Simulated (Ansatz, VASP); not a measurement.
**One calculation of Mg4FeO3, two programs**

```
CELL_PARAMETERS angstrom
3.90630 0.00000 0.00000
0.00000 3.90630 0.00000
0.00000 0.00000 7.67957
ATOMIC_POSITIONS crystal
Mg 0.50000 0.00000 0.19452
Mg 0.00000 0.50000 0.80548
Mg 0.50000 0.00000 0.80548
Mg 0.00000 0.50000 0.19452
Fe 0.50000 0.50000 0.50000
O 0.00000 0.00000 0.19527
O 0.00000 0.00000 0.80473
O 0.50000 0.50000 0.00000
```

Change from the starting cell: species swapped into the KCu4Se3 type (P4/mmm, No. 123).

Alike in both runs: functional PBE; k mesh 5 × 5 × 2; occupations gaussian, width 0.2 eV; collinear spin.

Ansatz relaxed the structure, and its values are those at the end. VASP's run is a single point on that final structure, the one shown.

|  | VASP | Ansatz |
| --- | --- | --- |
| version | VASP 6.6.1 | Ansatz 0.2.0 |
| potentials or method | VASP PAW PBE potentials, release 64 (Mg, Fe, O), cutoff 600 eV | scalar-relativistic, plane waves, PAW |
| valence electrons in the cell | 34 | 74 |

```tsv
	VASP	Ansatz	Ansatz less VASP
gap on the k mesh at the Fermi level (eV)	none	none	-
pressure (GPa)	0.2	0.5	+0.29
rms of the force components (eV/Å)	0.017	0.008	-0.0093
net moment per atom (μB)	0.37	0.36	-0.016
size of the moment on the site where the two differ most (μB)	2.85	3.02	+0.170
```

Site moments also hang on the region over which each program counts them. A gap of «none» marks a metal or a gap that the smearing closes. VASP's potentials hold 34 valence electrons a cell and Ansatz's 74, so a difference there can come from the potentials and not from the codes.

The k mesh is coarse, so the values compare programs but aren't converged.
